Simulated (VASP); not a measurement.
## AlN: single point with PBE

The system is AlN.

```
Al N
1.0
     3.10669    0.00000    0.00000
    -1.55335    2.69048    0.00000
     0.00000    0.00000    4.97859
Al N
2 2
Cartesian
  0.0000 1.7937 -0.0164
  1.5533 0.8968 2.4729
  0.0000 1.7937 1.8834
  1.5533 0.8968 4.3727
```

```
Program                : VASP 6.6.1
Task                   : single point
Functional             : PBE
Potentials or basis    : VASP PAW PBE potentials, release 64 (Al, N)
Cutoff                 : 600 eV
k mesh                 : 12 × 12 × 6
Occupations            : fermi-dirac, width 0.02 eV
Spin                   : no spin polarisation
Dipole correction      : no
Further INCAR settings : ALGO = Normal; EDIFF = 1e-06; NBANDS = 16
```

```yaml
Pressure: 4.3 GPa
Largest_force: 0.009 eV/Å
Band_gap_on_the_k_mesh: 4.24 eV, direct
```

Forces on the atoms (eV/Å):
```
Al   0.000  0.000 -0.009
Al   0.000  0.000 -0.009
N    0.000  0.000  0.009
N    0.000  0.000  0.009
```

Stress tensor (GPa, compression positive):
```
4.33 0.00 0.00
0.00 4.33 0.00
0.00 0.00 4.17
```

Levels at points of the mesh, in eV from the valence-band top:
```csv
k point,band 4,band 5,band 6,band 7,band 8,band 9,band 10,band 11,band 12,band 13
"(0.00, 0.00, 0.00)",-0.86,-0.86,-0.21,-0.21,0.00,4.24,6.70,10.64,11.19,11.19
"(0.50, 0.00, 0.00)",-4.17,-3.35,-2.09,-1.78,-0.69,5.81,5.84,8.22,10.31,10.94
"(0.00, 0.00, 0.50)",-3.34,-0.54,-0.54,-0.54,-0.54,6.51,6.51,10.35,10.35,11.51
"(0.50, 0.00, 0.50)",-5.61,-1.47,-1.47,-1.37,-1.37,5.32,5.32,9.28,9.28,11.86
```

It took 60 s on 1 thread of Intel(R) Xeon(R) Platinum 8488C (Sapphire Rapids) (shared host), peak memory 0.2 GiB.

A k mesh can miss the band edges.
